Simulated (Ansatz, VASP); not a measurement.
## MgS: VASP beside Ansatz

Contents of INCAR:

```
ALGO     = Normal         # electronic algorithm
EDIFF    = 1E-6           # SCF threshold, eV
ENCUT    = 520            # plane-wave cutoff, eV
GGA      = PE             # functional
ISIF     = 2              # what is computed and relaxed
ISMEAR   = 0              # smearing method
LASPH    = T              # aspherical terms in the spheres
LCHARG   = F              # write CHGCAR
LREAL    = F              # projectors in reciprocal space
LWAVE    = F              # write WAVECAR
NBANDS   = 16             # bands
NELM     = 80             # most SCF steps
PREC     = Accurate       # precision mode
SIGMA    = 0.05           # smearing width, eV
```

KPOINTS

```
k-points
0
Gamma
  6 6 4
```

File POSCAR:

```
MgS
1.0
    4.0346224068      0.0000000000      0.0000000000
   -2.0173112034      3.4940854990      0.0000000000
    0.0000000000      0.0000000000      6.4322941800
Mg S
2 2
Direct
    0.6666666667      0.3333333333      0.4957548500
    0.3333333333      0.6666666667      0.9957548500
    0.2861932643      0.7954557304      0.3792441500
    0.6666666667      0.3333333333      0.8792441500
```

Input for Ansatz:

```yaml
crystal:
  lattice:
    - [4.0346224068, 0.0, 0.0]
    - [-2.0173112034, 3.494085499, 0.0]
    - [0.0, 0.0, 6.43229418]
  atoms:
    - { symbol: Mg, position: [0.6666666667, 0.3333333333, 0.49575485] }
    - { symbol: Mg, position: [0.3333333333, 0.6666666667, 0.99575485] }
    - { symbol: S, position: [0.2861932643, 0.7954557304, 0.37924415] }
    - { symbol: S, position: [0.6666666667, 0.3333333333, 0.87924415] }
basis:
  ecutwfc: 420
kpoints:
  mp_grid: { grid: [6, 6, 4] }
hamiltonian:
  xc: pbe
scf:
  occupations: { method: gaussian, width: 0.05 }
output:
  forces: true
  stress: true
  eigenvalues: true
```

Alike in both runs: task single point; functional PBE; k mesh 6 × 6 × 4; occupations gaussian, width 0.05 eV; no spin polarisation.

|  | VASP | Ansatz |
| --- | --- | --- |
| version | VASP 6.6.1 | Ansatz 0.2.0 |
| potentials or method | VASP PAW PBE potentials, release 64 (Mg, S), cutoff 520 eV | scalar-relativistic, plane waves, PAW |
| valence electrons in the cell | 16 | 32 |

|  | VASP | Ansatz | Ansatz less VASP |
| --- | --- | --- | --- |
| gap on the k mesh at the Fermi level (eV) | 2.97 | 2.97 | +0.002 |
| least direct gap on the mesh (eV) | 2.97 | 2.97 | +0.002 |
| pressure (GPa) | 4.7 | 4.8 | +0.08 |
| traceless stress, the component that is largest in VASP (GPa) | 7.37 | 7.30 | -0.069 |
| rms of the force components (eV/Å) | 1.626 | 1.610 | -0.0165 |

Atom by atom the forces differ by 0.017 eV/Å (rms over components). VASP's potentials hold 16 valence electrons a cell and Ansatz's 32, so a difference there can come from the potentials and not from the codes.
